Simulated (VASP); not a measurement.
**BP: single point with PBE**

BP:

```
B P
1.0
     0.00000    2.33588    2.24388
     2.24388    0.00000    2.24388
     2.24388    2.33588    0.00000
B P
1 1
Direct
  0.00000 0.00000 0.00000
  0.75000 0.75000 0.75000
```

```json
{
  "Program": "VASP 6.6.1",
  "Task": "single point",
  "Functional": "PBE",
  "Potentials or basis": "VASP PAW PBE potentials, release 64 (B, P)",
  "Cutoff": "520 eV",
  "k mesh": "12 × 12 × 12",
  "Occupations": "gaussian, width 0.05 eV",
  "Spin": "no spin polarisation",
  "Dipole correction": "no",
  "Further INCAR settings": "ALGO = Normal; EDIFF = 1e-06; NBANDS = 11"
}
```

```
Pressure               : -0.2 GPa
Band gap on the k mesh : 0.94 eV (least direct gap 3.19 eV)
```

Stress tensor (GPa, compression positive):
```
 3.53  0.00  0.00
 0.00 -7.76  0.00
 0.00  0.00  3.53
```

Levels at points of the mesh, in eV from the valence-band top:
```
           k point  band 2  band 3  band 4  band 5  band 6  band 7
(0.00, 0.00, 0.00)   -0.41    0.00    0.00    3.19    3.19    3.41
(0.50, 0.00, 0.00)   -9.12   -2.15   -1.62    3.39    4.60    4.77
(0.50, 0.50, 0.00)   -8.57   -4.40   -4.32    1.07    1.35   11.44
(0.50, 0.00, 0.50)   -8.92   -3.95   -3.95    1.51    1.91   11.92
```

Wall time 29 s on 1 thread of Intel Xeon 8259CL (shared host), peak memory 0.16 GiB.

A k mesh can miss the band edges. As with any semilocal functional, this PBE gap is likely too small.
